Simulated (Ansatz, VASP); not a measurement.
One calculation of Sb, two programs

```
Sb
1.0
    -3.05777    3.05975    1.63358
     3.05975   -3.05777    1.63358
     3.09370    3.09370   -1.62995
Sb
2
Direct
  0.99997 0.00003 0.00000
  0.75003 0.24997 0.50000
```

Alike in both runs: task single point; functional LDA; k mesh 13 × 13 × 9; occupations fermi-dirac, width 0.1 eV; no spin polarisation.

|  | VASP | Ansatz |
| --- | --- | --- |
| version | VASP 6.6.1 | Ansatz 0.2.0 |
| potentials or method | VASP PAW LDA potentials, release 64 (Sb), cutoff 520 eV | plane waves (420 eV) with PAW, scalar-relativistic |
| valence electrons in the cell | 10 | 30 |

Ansatz gave:

| Property | Result |
| --- | --- |
| pressure (GPa) | -5.8 |
| traceless stress, the component that is largest in VASP (GPa) | -0.43 |

Task: Which values does VASP return?

Result: Pressure (GPa): -5.7; traceless stress, the component that is largest in VASP (GPa): -0.44.

Ansatz warns that its potentials were made for another functional, while VASP's fit it. LDA's correlation is that of Perdew and Zunger in VASP and of Perdew and Wang (1992) in Ansatz. VASP's potentials hold 10 valence electrons a cell and Ansatz's 30, so a difference there can come from the potentials and not from the codes.

Neither program's run includes spin-orbit coupling.
